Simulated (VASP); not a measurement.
Input of a VASP 6.6.1 run:

The input INCAR:

```
PREC = Accurate
ENCUT = 520
EDIFF = 1E-6
ISMEAR = -1
SIGMA = 0.05
LREAL = F
LASPH = T
NELM = 80
ALGO = Normal
ISIF = 2
LWAVE = F
LCHARG = F
GGA = PE
NBANDS = 18
```

The input KPOINTS:

```
regular mesh
0
Gamma
  8 8 8
```

The input POSCAR:

```
BiS
1.0
    2.0807637151      1.2013294865      3.4531777957
   -2.0807637151      1.2013294865      3.4531777957
    0.0000000000     -2.4026589828      3.4531777957
Bi S
1 1
Direct
    0.0000000000      0.0000000000      0.0000000000
    0.5000000000      0.5000000000      0.5000000000
```

Potentials or basis: VASP PAW PBE potentials, release 64 (Bi_d, S).

The run is started by

```bash
$ cat potpaw_PBE.64/Bi_d/POTCAR potpaw_PBE.64/S/POTCAR > POTCAR
$ mpirun -np 1 vasp_std > vasp.out
```

(1) Estimate the band gap on the k mesh.

(2) What does it give for the pressure?

## Answers

(1) zero (an odd number of electrons rules out a gap without spin polarisation).

(2) 1.1 GPa.

Caveat: spin-orbit coupling is left out, which moves the levels of the heavy elements.
